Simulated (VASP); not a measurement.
Here is a VASP 6.6.1 calculation.

File INCAR:

```
SYSTEM = Ga
  PREC = Accurate
  ENCUT = 520
  EDIFF = 1E-7
  ISMEAR = -1
  SIGMA = 0.1
  LREAL = .FALSE.
  LASPH = .TRUE.
  NELM = 80
  ALGO = Normal
  ISIF = 2
  LWAVE = .FALSE.
  LCHARG = .FALSE.
  GGA = PS
  NBANDS = 12
```

File KPOINTS:

```
Automatic mesh
0
G
  13 13 13
  0 0 0
```

File POSCAR:

```
Ga
1.0
    2.6223774196      0.0000000000      0.0000000000
    0.0000000000      2.6223774196      0.0000000000
    0.0000000000      0.0000000000      2.6223774196
Ga
1
Direct
    0.0000000000      0.0000000000      0.0000000000
```

Potentials or basis: VASP PAW PBE potentials, release 64 (Ga_d).

Launch:

```console
$ cat potpaw_PBE.64/Ga_d/POTCAR > POTCAR
$ mpirun -np 1 vasp_std > vasp.out
```

(1) What does it give for the pressure?

Answers

(1) 2.8 GPa.

Caveat: the PAW data sets were made with another functional, which shifts forces and pressure a little.
